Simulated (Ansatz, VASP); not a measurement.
**MoS2: VASP beside Ansatz**

```
Mo S
1.0
     3.08640    0.00000    0.00000
    -1.54320    2.67290    0.00000
     0.00000    0.00000   12.09579
Mo S
2 4
Direct
  0.66667 0.33333 0.25014
  0.33333 0.66667 0.74986
  0.33333 0.66667 0.37960
  0.66667 0.33333 0.87931
  0.33333 0.66667 0.12069
  0.66667 0.33333 0.62040
```

Alike in both runs: task single point; functional PBE; dispersion D3(BJ); k mesh 12 × 12 × 4; occupations gaussian, width 0.05 eV; no spin polarisation.

```csv
,VASP,Ansatz
version,VASP 6.6.1,Ansatz 0.2.0
potentials or method,"VASP PAW PBE potentials, release 64 (Mo_sv, S), cutoff 520 eV","scalar-relativistic, plane waves, PAW"
valence electrons in the cell,52,52
```

Ansatz gave:

- gap on the k mesh at the Fermi level (eV): 0.82
- least direct gap on the mesh (eV): 1.91
- pressure (GPa): 6.6
- traceless stress, the component that is largest in VASP (GPa): -2.19
- rms of the force components (eV/Å): 0.206

Question: Which values does VASP return?

Answer: gap on the k mesh at the Fermi level (eV): 0.84; least direct gap on the mesh (eV): 1.91; pressure (GPa): 6.4; traceless stress, the component that is largest in VASP (GPa): -2.25; rms of the force components (eV/Å): 0.198.

Atom by atom the forces differ by 0.008 eV/Å (rms over components).
